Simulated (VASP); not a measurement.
# InPd (R-3m) in VASP: further runs

The runs below take InPd through single point, with PBEsol.

Program: VASP 6.6.1. These are calculated values, not measurements. Logs are shortened: lines on timing, memory, paths and dates and some standing lists are left out, and cuts for length are marked.

### 1 The cell of the first run

It takes space group R-3m (No. 166, trigonal). The conventional cell has a = 5.830 Å, b = 5.830 Å, c = 3.570 Å, α = 90.00°, β = 90.00°, γ = 120.00°. In (site symmetry -3m) has 2 Pd at 1.79 Å within 2.4 Å. Within 2.4 Å of Pd (site symmetry -3m) lie 2 In at 1.79 Å.

### 2 Single point, PBEsol

The input, INCAR:

```
PREC = Accurate
ENCUT = 520
EDIFF = 1E-7
ISMEAR = 0
SIGMA = 0.15
LREAL = F
LASPH = T
NELM = 60
ALGO = Fast
ISIF = 2
LWAVE = F
LCHARG = F
GGA = PS
NBANDS = 18
```

The input, KPOINTS:

```
Automatic mesh
0
Gamma
  16 16 16
```

The input, POSCAR:

```
InPd
1.0
    3.4352637560     -0.6870527512     -0.6870527512
   -0.6870527512      3.4352637560     -0.6870527512
   -0.6870527512     -0.6870527512      3.4352637560
In Pd
1 1
Direct
    0.0000000000      0.0000000000      0.0000000000
    0.5000000000      0.5000000000      0.5000000000
```

Potentials or basis: VASP PAW PBE potentials, release 64 (In_d, Pd).

Launch:

```bash
$ cat potpaw_PBE.64/In_d/POTCAR potpaw_PBE.64/Pd/POTCAR > POTCAR
$ mpirun -np 1 vasp_std > vasp.out
```

OUTCAR:

```text
PREC = Accurate
   ENCUT = 520
   EDIFF = 1E-7
   ISMEAR = 0
   LREAL = F
   LASPH = T
   NELM = 60
   ISIF = 2
   GGA = PS

 ion  position               nearest neighbor table
   1  0.000  0.000  0.000-   2 1.79   2 1.79   2 3.42   2 3.42   2 3.42   2 3.42   2 3.42   2 3.42

   2  0.500  0.500  0.500-   1 1.79   1 1.79   1 3.42   1 3.42   1 3.42   1 3.42   1 3.42   1 3.42

 -----------------------------------------------------------------------------
|                                                                             |
|           W    W    AA    RRRRR   N    N  II  N    N   GGGG   !!!           |
|           W    W   A  A   R    R  NN   N  II  NN   N  G    G  !!!           |
|           W    W  A    A  R    R  N N  N  II  N N  N  G       !!!           |
|           W WW W  AAAAAA  RRRRR   N  N N  II  N  N N  G  GGG   !            |
|           WW  WW  A    A  R   R   N   NN  II  N   NN  G    G                |
|           W    W  A    A  R    R  N    N  II  N    N   GGGG   !!!           |
|                                                                             |
|     The distance between some ions is very small. Please check the          |
|     nearest-neighbor list in the OUTCAR file.                               |
|     I HOPE YOU KNOW WHAT YOU ARE DOING!                                     |
|                                                                             |
 -----------------------------------------------------------------------------

  LATTYP: Found a body centered cubic cell.
 ALAT       =     4.1223165072

  Lattice vectors:

 A1 = (   3.4352637560,  -0.6870527512,  -0.6870527512)
 A2 = (  -0.6870527512,   3.4352637560,  -0.6870527512)
 A3 = (  -0.6870527512,  -0.6870527512,   3.4352637560)

Analysis of symmetry for initial positions (statically):
=====================================================================
 Subroutine PRICEL returns:
 Original cell was already a primitive cell.

 Routine SETGRP: Setting up the symmetry group for a
 body centered cubic supercell.

 Subroutine GETGRP returns: Found 12 space group operations
 (whereof 12 operations were pure point group operations)
 out of a pool of 48 trial point group operations.

The static configuration has the point symmetry D_3d.

Analysis of symmetry for dynamics (positions and initial velocities):
=====================================================================
 Subroutine PRICEL returns:
 Original cell was already a primitive cell.

 Routine SETGRP: Setting up the symmetry group for a
 body centered cubic supercell.

 Subroutine GETGRP returns: Found 12 space group operations
 (whereof 12 operations were pure point group operations)
 out of a pool of 48 trial point group operations.

The dynamic configuration has the point symmetry D_3d.

 Subroutine INISYM returns: Found 12 space group operations
 (whereof 12 operations are pure point group operations),
 and found     1 'primitive' translations

----------------------------------------------------------------------------------------

                                     Primitive cell

  volume of cell :      35.0263

  direct lattice vectors                    reciprocal lattice vectors
     3.435263756 -0.687052751 -0.687052751     0.323442737  0.080860684  0.080860684
    -0.687052751  3.435263756 -0.687052751     0.080860684  0.323442737  0.080860684
    -0.687052751 -0.687052751  3.435263756     0.080860684  0.080860684  0.323442737

  length of vectors
     3.570030818  3.570030818  3.570030818     0.343062829  0.343062829  0.343062829

  position of ions in fractional coordinates (direct lattice)
     0.000000000  0.000000000  0.000000000
     0.500000000  0.500000000  0.500000000

  ion indices of the primitive-cell ions
   primitive index   ion index
                 1           1
                 2           2

----------------------------------------------------------------------------------------

 KPOINTS: Automatic mesh

Automatic generation of k-mesh.
 Grid dimensions read from file:
 generate k-points for:   16   16   16

 Generating k-lattice:

  Cartesian coordinates                     Fractional coordinates (reciprocal lattice)
     0.020215171  0.005053793  0.005053793     0.062500000  0.000000000  0.000000000
     0.005053793  0.020215171  0.005053793     0.000000000  0.062500000  0.000000000
     0.005053793  0.005053793  0.020215171     0.000000000  0.000000000  0.062500000

  Length of vectors
     0.021441427  0.021441427  0.021441427

  Shift w.r.t. Gamma in fractional coordinates (k-lattice)
     0.000000000  0.000000000  0.000000000

 Subroutine IBZKPT returns following result:
 ===========================================

 Found    417 irreducible k-points:

 Following reciprocal coordinates:
            Coordinates               Weight
  0.000000  0.000000  0.000000      1.000000
  0.062500 -0.000000  0.000000      6.000000
  0.062500  0.000000 -0.062500      6.000000
  0.125000 -0.000000  0.000000      6.000000
  0.125000  0.000000 -0.125000      6.000000
  0.187500  0.000000  0.000000      6.000000
[... 16 lines left out ...]
  0.187500 -0.062500  0.000000     12.000000
  0.187500 -0.125000 -0.062500     12.000000
 [... further k-points ...]
   k-points           NKPTS =    417   k-points in BZ     NKDIM =    417   number of bands    NBANDS=     18
   number of dos      NEDOS =    301   number of ions     NIONS =      2
   total plane-waves  NPLWV =  21952
   dimension x,y,z NGX =    28 NGY =   28 NGZ =   28
   dimension x,y,z NGXF=    56 NGYF=   56 NGZF=   56
   ions per type =               1   1
   NGX,Y,Z   is equivalent  to a cutoff of  13.04, 13.04, 13.04 a.u.
   NGXF,Y,Z  is equivalent  to a cutoff of  26.08, 26.08, 26.08 a.u.
 SYSTEM =  unknown system
   PREC   = accura    normal or accurate (medium, high low for compatibility)
   ISTART =      0    job   : 0-new  1-cont  2-samecut
   ICHARG =      2    charge: 1-file 2-atom 10-const
   ISPIN  =      1    spin polarized calculation?
   LNONCOLLINEAR =      F non collinear calculations
   LSORBIT =      F    spin-orbit coupling
   LASPH  =      T    aspherical Exc in radial PAW
   ENCUT  =  520.0 eV  38.22 Ry    6.18 a.u.   6.64  6.64  6.64*2*pi/ulx,y,z
   NELM   =     60;   NELMIN=  2; NELMDL= -5     # of ELM steps
   EDIFF  = 0.1E-06   stopping-criterion for ELM
   LREAL  =      F    real-space projection
   EDIFFG = 0.1E-05   stopping-criterion for IOM
   NSW    =      0    number of steps for IOM
   IBRION =     -1    ionic relax: 0-MD 1-quasi-New 2-CG
   NFREE  =      0    steps in history (QN), initial steepest desc. (CG)
   ISIF   =      2    stress and relaxation
   ISYM   =      2    0-nonsym 1-usesym 2-fastsym
   POTIM  = 0.5000    time-step for ionic-motion
   TEBEG  =    0.0;   TEEND  =   0.0 temperature during run
   PSTRESS=    0.0 pullay stress
   NELECT =      23.0000    total number of electrons
   NUPDOWN=      -1.0000    fix difference up-down
   EMIN   =  10.00;   EMAX   =-10.00  energy-range for DOS
   EFERMI =   0.00;   METHOD = LEGACY
   ISMEAR =     0;   SIGMA  =   0.15  broadening in eV -4-tet -1-fermi 0-gaus
   EFERMI_NEDOS =   21; number of points for ismear=-14 and -15
   IALGO  =     68    algorithm
   IMIX   =      4    mixing-type and parameters
     AMIX     =   0.40;   BMIX     =  1.00
     AMIX_MAG =   1.60;   BMIX_MAG =  1.00
  volume/ion in A,a.u.               =      17.51       118.18
  Fermi-wavevector in a.u.,A,eV,Ry     =   1.422938  2.688964 27.548447  2.024754
  Thomas-Fermi vector in A             =   2.543589
   LORBIT       =      0    0 simple, 1 ext, 2 COOP (PROOUT), +10 PAW based schemes
   GGA     = PS    functional components
   LHFCALC =     F    Hartree Fock is set to
   AEXX    =    0.0000 exact exchange contribution
   IVDW    =     0    specifies the selected vdW correction
   LEPSILON=     F    determine dielectric tensor
   LRPA    =     F    only Hartree local field effects (RPA)
 non-spin polarized calculation
 RMM-DIIS sequential band-by-band and
 Gauss-broadening in eV      SIGMA  =   0.15
  energy-cutoff  :      520.00
  volume of cell :       35.03
 maximum number of plane-waves:       962
   NGX = 13   NGY = 13   NGZ = 13

 number of electron      22.9999993 magnetization

 Free energy of the ion-electron system (eV)
  ---------------------------------------------------
  ext. energy  EPLUGINS =         0.00000000
  ---------------------------------------------------
  free energy    TOTEN  =         6.87057101 eV

  energy without entropy =        6.87737810  energy(sigma->0) =        6.87397456

 E-fermi :  10.6150     XC(G=0): -11.9451

 val. band max:       10.5893268162   @ k =   0.4375  -0.3125  -0.1250
 cond. band min:      10.6173401078   @ k =  -0.3750   0.3750   0.0625
 fundamental gap:      0.0280132916
 Fermi energy:        10.6150408293

 k-point     1 :       0.0000    0.0000    0.0000
  band No.  band energies     occupation
      1      -8.8209      2.00000
      2      -7.1914      2.00000
      3      -7.1914      2.00000
      4      -5.0680      2.00000
      5      -5.0680      2.00000
      6       0.6993      2.00000
[... 10 lines left out ...]
     17      20.7937      0.00000
     18      22.9798      0.00000

 k-point     2 :       0.0625   -0.0000    0.0000
  band No.  band energies     occupation
      1      -8.7402      2.00000
      2      -7.1560      2.00000
      3      -7.1552      2.00000
      4      -5.0674      2.00000
      5      -5.0623      2.00000
      6       0.7777      2.00000
[... 10 lines left out ...]
     17      20.4980      0.00000
     18      23.4527      0.00000

 k-point     3 :       0.0625    0.0000   -0.0625
  band No.  band energies     occupation
      1      -8.8203      2.00000
      2      -7.1905      2.00000
      3      -7.1877      2.00000
      4      -5.0702      2.00000
      5      -5.0615      2.00000
      6       0.7724      2.00000
[... 10 lines left out ...]
     17      20.7121      0.00000
     18      23.3421      0.00000

 k-point     4 :       0.1250   -0.0000    0.0000
  band No.  band energies     occupation
      1      -8.5053      2.00000
      2      -7.0530      2.00000
      3      -7.0501      2.00000
      4      -5.0656      2.00000
      5      -5.0461      2.00000
      6       1.0127      2.00000
[... 10 lines left out ...]
     17      20.4822      0.00000
     18      24.0989      0.00000

 k-point     5 :       0.1250    0.0000   -0.1250
  band No.  band energies     occupation
      1      -8.8185      2.00000
      2      -7.1879      2.00000
      3      -7.1773      2.00000
      4      -5.0769      2.00000
      5      -5.0430      2.00000
      6       0.9902      2.00000
[... 10 lines left out ...]
     17      20.6408      0.00000
     18      23.6884      0.00000

 k-point     6 :       0.1875    0.0000    0.0000
  band No.  band energies     occupation
      1      -8.1388      2.00000
      2      -6.8924      2.00000
      3      -6.8867      2.00000
      4      -5.0628      2.00000
      5      -5.0219      2.00000
      6       1.4023      2.00000
[... 307 lines left out ...]
 k-point    21 :       0.1250    0.0625    0.0000
  band No.  band energies     occupation
      1      -8.1405      2.00000
      2      -6.8980      2.00000
      3      -6.8897      2.00000
      4      -5.0528      2.00000
      5      -5.0389      2.00000
      6       1.2656      2.00000
[... 10 lines left out ...]
     17      20.4700      0.00000
     18      24.5009      0.00000

 k-point    22 :       0.1875    0.0000   -0.1250
  band No.  band energies     occupation
      1      -8.7366      2.00000
      2      -7.1506      2.00000
      3      -7.1353      2.00000
      4      -5.0807      2.00000
      5      -5.0262      2.00000
      6       1.2090      2.00000
[... 10 lines left out ...]
     17      21.0679      0.00000
     18      24.0815      0.00000

 k-point    23 :       0.1875   -0.0625    0.0000
  band No.  band energies     occupation
      1      -8.5032      2.00000
      2      -7.0492      2.00000
      3      -7.0412      2.00000
      4      -5.0730      2.00000
      5      -5.0276      2.00000
      6       1.2245      2.00000
[... 10 lines left out ...]
     17      20.9520      0.00000
     18      24.5365      0.00000

 k-point    24 :       0.1875   -0.1250   -0.0625
  band No.  band energies     occupation
      1      -8.8169      2.00000
      2      -7.1852      2.00000
      3      -7.1682      2.00000
      4      -5.0816      2.00000
      5      -5.0274      2.00000
      6       1.2053      2.00000
[... 10 lines left out ...]
     17      20.9513      0.00000
     18      24.0030      0.00000

 [... further k-points ...]

------------------------ aborting loop because EDIFF is reached ----------------------------------------

  FORCE on cell =-STRESS in cart. coord.  units (eV):
  Direction    XX          YY          ZZ          XY          YZ          ZX
  --------------------------------------------------------------------------------------
  -------------------------------------------------------------------------------------
  Total       34.9822024     34.9822024     34.9822024     35.4241345     35.4241345     35.4241345
  in kB     1600.1611668   1600.1611668   1600.1611668   1620.3760909   1620.3760909   1620.3760909
  external PRESSURE =    1600.1611668 kB  Pullay stress =       0.0000000 kB

 VOLUME and BASIS-vectors are now :
 -----------------------------------------------------------------------------
  energy-cutoff  :      520.00
  volume of cell :       35.03
      direct lattice vectors                 reciprocal lattice vectors
     3.435263756 -0.687052751 -0.687052751     0.323442737  0.080860684  0.080860684
    -0.687052751  3.435263756 -0.687052751     0.080860684  0.323442737  0.080860684
    -0.687052751 -0.687052751  3.435263756     0.080860684  0.080860684  0.323442737

 POSITION                                       TOTAL-FORCE (eV/Angst)
 -----------------------------------------------------------------------------------
      0.00000      0.00000      0.00000        -0.000000      0.000000      0.000000
      1.03058      1.03058      1.03058         0.000000     -0.000000     -0.000000
 -----------------------------------------------------------------------------------
    total drift:                               -0.000000      0.000000      0.000000

  FREE ENERGIE OF THE ION-ELECTRON SYSTEM (eV)
  ---------------------------------------------------
  free  energy   TOTEN  =         6.8705710144 eV

  energy  without entropy=        6.8773781038  energy(sigma->0) =        6.87397456
```

It took 3.3 min on 1 thread of Intel Xeon 6975P-C (Granite Rapids), shared host; peak memory 0.38 GiB.

Results:

```
Free energy            : 6.8706 eV
Pressure               : 160.0 GPa
Band gap on the k mesh : zero (an odd number of electrons rules out a gap without spin polarisation)
```

Stress tensor (GPa, compression positive):
```
160.02 162.04 162.04
162.04 160.02 162.04
162.04 162.04 160.02
```

Caveat: atoms lie so close that the PAW spheres overlap strongly, which falsifies energies and pressures; the cell stands under pressure; the PAW data sets were made with another functional, which shifts forces and pressure a little; spin-orbit coupling is left out, which moves the levels of the heavy elements.

### 3 Single point, PBEsol

This run uses another cell than the first one, of the same volume but with other edges.

The input, INCAR:

```
SYSTEM = InPd
PREC     = Accurate       ! precision mode
ENCUT    = 520            ! plane-wave cutoff, eV
EDIFF    = 1E-7           ! SCF threshold, eV
ISMEAR   = 0              ! smearing method
SIGMA    = 0.15           ! smearing width, eV
LREAL    = .FALSE.        ! projectors in reciprocal space
LASPH    = .TRUE.         ! aspherical terms in the spheres
NELM     = 80             ! most SCF steps
ALGO     = Fast           ! electronic algorithm
ISIF     = 2              ! what is computed and relaxed
LWAVE    = .FALSE.        ! write WAVECAR
LCHARG   = .TRUE.         ! write CHGCAR
GGA      = PS             ! functional
LELF     = .TRUE.         ! ELF
LVHAR    = .TRUE.       
NBANDS   = 18             ! bands
```

The input, KPOINTS:

```
regular mesh
0
G
  16 16 16
  0 0 0
```

The input, POSCAR:

```
InPd
1.0
    3.3130393037     -0.3545318812     -0.3545318812
   -0.3545318812      3.3130393037     -0.3545318812
   -0.3545318812     -0.3545318812      3.3130393037
In Pd
1 1
Direct
    0.0000000000      0.0000000000      0.0000000000
    0.5000000000      0.5000000000      0.5000000000
```

Potentials or basis: VASP PAW PBE potentials, release 64 (In_d, Pd).

Launch:

```bash
$ cat potpaw_PBE.64/In_d/POTCAR potpaw_PBE.64/Pd/POTCAR > POTCAR
$ mpirun -np 1 vasp_std > vasp.out
```

Run time: 2.3 min. Hardware: 1 thread of Intel Xeon 6975P-C (Granite Rapids), shared host; peak memory 0.38 GiB.

Results (log left out):

* Free energy: -7.8488 eV
* Pressure: 31.2 GPa
* Band gap on the k mesh: zero (an odd number of electrons rules out a gap without spin polarisation)

Stress tensor (GPa, compression positive):
```
31.24 40.23 40.23
40.23 31.24 40.23
40.23 40.23 31.24
```

Levels at points of the mesh, in eV from the Fermi level:
| k point | band 9 | band 10 | band 11 | band 12 | band 13 | band 14 |
| --- | --- | --- | --- | --- | --- | --- |
| (0.00, 0.00, 0.00) | -2.92 | -2.54 | -2.54 | 4.34 | 5.36 | 5.36 |
| (0.50, 0.00, 0.00) | -4.23 | -3.09 | -2.75 | -1.40 | 7.89 | 7.94 |
| (0.50, 0.50, 0.00) | -2.94 | -2.93 | -2.06 | -0.33 | 0.24 | 5.09 |
| (0.50, 0.50, 0.50) | -2.22 | -2.22 | -1.35 | 2.72 | 2.72 | 2.97 |

Caveat: the cell stands under pressure; the PAW data sets were made with another functional, which shifts forces and pressure a little; spin-orbit coupling is left out, which moves the levels of the heavy elements.

(Continued in part 2 of 2.)
